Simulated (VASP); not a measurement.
Runs of VASP 6.6.1 on Zr. The structure is that of space group Fd-3m (No. 227), or close to it. The cells are those of the table. 

| task | cell | k mesh for the DOS | occupations for the DOS | gap on the mesh (eV) | pressure (GPa) |
| --- | --- | --- | --- | --- | --- |
| single point | a = 4.321 Å, angles 60.0°, 2 atoms | - | - | none | (a) |
| single point | a = 4.054 Å, angles 60.0°, 2 atoms | - | - | none | 15.3 |
| single point | a = 4.442 Å, angles 60.0°, 2 atoms | - | - | none | 0.1 |
| single point | a = 3.747 Å, angles 60.0°, 2 atoms | - | - | none | 50.0 |
| single point | a = 3.572 Å, angles 60.0°, 2 atoms | - | - | none | 94.0 |
| single point | a = 4.192 Å, angles 60.0°, 2 atoms | - | - | none | (b) |
| single point | a = 3.404 Å, angles 60.0°, 2 atoms | - | - | none | (c) |
| single point | a = 3.906 Å, angles 60.0°, 2 atoms | - | - | none | 27.3 |

Alike in all rows: level PBE; potentials or basis VASP PAW PBE potentials, release 64 (Zr_sv); no spin polarisation; k mesh 11 × 11 × 11; cutoff (eV) 520; smearing fermi-dirac 0.08 eV.

Task: Fill in the values left out.

Result: (a) 3.5; (b) 8.2; (c) 171.1.

A k mesh can miss the band edges, and the runs leave out spin-orbit coupling on Zr.

A gap of «none» marks levels without a gap at the run's occupations.
